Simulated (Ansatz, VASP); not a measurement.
## Two plane-wave programs on CaS

```
Ca S
1.0
     0.00000    2.92238    2.92238
     2.92238    0.00000    2.92238
     2.92238    2.92238    0.00000
Ca S
1 1
Cartesian
  2.9224 2.9224 2.9224
  0.0000 0.0000 0.0000
```

Alike in both runs: task single point; functional revPBE; k mesh 8 × 8 × 8; occupations gaussian, width 0.05 eV; no spin polarisation.

|  | VASP | Ansatz |
| --- | --- | --- |
| version | VASP 6.6.1 | Ansatz 0.2.0 |
| potentials or method | VASP PAW PBE potentials, release 64 (Ca_sv, S), cutoff 500 eV | scalar-relativistic, plane waves, PAW |
| valence electrons in the cell | 16 | 16 |

VASP gave:

```
gap on the k mesh at the Fermi level (eV) : 2.61
least direct gap on the mesh (eV)         : 3.35
pressure (GPa)                            : -1.8
```

**Question.** What did Ansatz give for the same quantities?

**Answer.** gap on the k mesh at the Fermi level (eV): 2.61; least direct gap on the mesh (eV): 3.35; pressure (GPa): -1.9.

VASP's potentials were made for PBE, not for revPBE. The functional is the same, so the differences come from potentials, cutoffs and numerics.
